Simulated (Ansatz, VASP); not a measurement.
## Pd3PbC in VASP and in Ansatz

```xyz
5
Lattice="4.2444 0.0000 0.0000 0.0000 4.2444 0.0000 0.0000 0.0000 4.2444" Properties=species:S:1:pos:R:3 pbc="T T T"
Pd    0.0000    2.1222    2.1222
Pd    2.1222    2.1222    0.0000
Pd    2.1222    0.0000    2.1222
Pb    0.0000    0.0000    0.0000
C     2.1222    2.1222    2.1222
```

Alike in both runs: functional PBE; dispersion D4; k mesh 6 × 6 × 6; no spin polarisation.

Ansatz relaxed the structure, and its values are those at the end. VASP's run is a single point on that final structure, the one shown.

```csv
,VASP,Ansatz
version,VASP 6.6.1,Ansatz 0.2.0
potentials or method,"VASP PAW PBE potentials, release 64 (Pd, Pb_d, C), cutoff 520 eV","plane waves, PAW"
occupations,"fermi-dirac, width 0.1 eV",fermi-dirac
valence electrons in the cell,48,72
```

|  | VASP | Ansatz | Ansatz less VASP |
| --- | --- | --- | --- |
| pressure (GPa) | 0.0 | 0.0 | -0.02 |

VASP's potentials hold 48 valence electrons a cell and Ansatz's 72, so a difference there can come from the potentials and not from the codes.

Spin-orbit coupling is off throughout.
